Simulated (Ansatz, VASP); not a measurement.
## BaS in VASP and in Ansatz

```xyz
2
Lattice="0.0000 3.0660 3.1938 3.0660 0.0000 3.1938 3.0660 3.0660 0.0000" Properties=species:S:1:pos:R:3 pbc="T T T"
Ba    0.0000    0.0000    0.0000
S     3.0660    3.0660    3.1938
```

Change from the starting cell: strain -0.040 along x and y, +0.000 along z, atoms carried along.

Alike in both runs: task single point; functional r2SCAN; k mesh 6 × 6 × 6; occupations gaussian, width 0.05 eV; no spin polarisation.

|  | VASP | Ansatz |
| --- | --- | --- |
| version | VASP 6.6.1 | Ansatz 0.2.0 |
| potentials or method | VASP PAW PBE potentials, release 64 (Ba_sv, S), cutoff 520 eV | scalar-relativistic, plane waves, PAW |
| valence electrons in the cell | 16 | 16 |

|  | VASP | Ansatz | Ansatz less VASP |
| --- | --- | --- | --- |
| gap on the k mesh at the Fermi level (eV) | 2.23 | 2.35 | +0.116 |
| least direct gap on the mesh (eV) | 2.29 | 2.36 | +0.070 |
| pressure (GPa) | 6.6 | 5.7 | -0.83 |
| traceless stress, the component that is largest in VASP (GPa) | -3.62 | -3.35 | +0.265 |

VASP's potentials were made for PBE, not for r2SCAN. With one functional, cell and mesh, what is left measures potentials, basis and numerics.

Spin-orbit coupling is off throughout.
